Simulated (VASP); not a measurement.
Crystal: MgS.

```
CELL_PARAMETERS angstrom
-0.06451 2.82299 2.82299
2.82299 -0.06451 2.82299
2.82299 2.82299 -0.06451
ATOMIC_POSITIONS crystal
Mg 0.99797 0.99797 0.99797
S 0.25203 0.25203 0.25203
```

This cell differs from its parent crystal: epitaxial 111 strain +2.0%.

Base run:

```yaml
Program: VASP 6.6.1
Functional: r2SCAN
Potentials_or_basis: VASP PAW PBE potentials, release 64 (Mg, S)
Cutoff: 520 eV
k_mesh: 8 × 8 × 8
Occupations: gaussian, width 0.01 eV
Spin: no spin polarisation
```

Its results: band gap on the k mesh 3.85 eV, direct; pressure -1.7 GPa; largest force 0.004 eV/Å.

The run is repeated on the same cell with these changes: functional from r2SCAN to PBE; occupations from gaussian, width 0.01 eV to fermi-dirac, width 0.02 eV. What comes out?

Band gap on the k mesh 3.20 eV, direct; pressure -0.5 GPa; largest force 0.013 eV/Å.

Caveats: the PAW data sets were made with another functional, which shifts forces and pressure a little (some runs).

A k mesh can miss the band edges.
